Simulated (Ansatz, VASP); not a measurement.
## Two plane-wave programs on NbPdSe3

```
Nb Pd Se
1.0
     5.51817    0.00000    0.00000
    -2.75909    4.77888    0.00000
     0.00000    0.00000    5.06356
Nb Pd Se
1 1 3
Direct
  0.00000 0.00000 0.50000
  0.00000 0.00000 0.00000
  0.50000 0.00000 0.50000
  0.00000 0.50000 0.50000
  0.50000 0.50000 0.50000
```

Alike in both runs: functional PBE; k mesh 6 × 6 × 4; occupations gaussian, width 0.1 eV; no spin polarisation.

Ansatz relaxed the structure, and its values are those at the end. VASP's run is a single point on that final structure, the one shown.

```csv
,VASP,Ansatz
version,VASP 6.6.1,Ansatz 0.2.0
potentials or method,"VASP PAW PBE potentials, release 64 (Nb_sv, Pd, Se), cutoff 520 eV","scalar-relativistic, plane waves, PAW"
valence electrons in the cell,41,79
```

|  | VASP | Ansatz | Ansatz less VASP |
| --- | --- | --- | --- |
| gap on the k mesh at the Fermi level (eV) | none | none | - |
| pressure (GPa) | -0.1 | -0.1 | 0.00 |

A gap of «none» marks a metal or a gap that the smearing closes. VASP's potentials hold 41 valence electrons a cell and Ansatz's 79, so a difference there can come from the potentials and not from the codes.
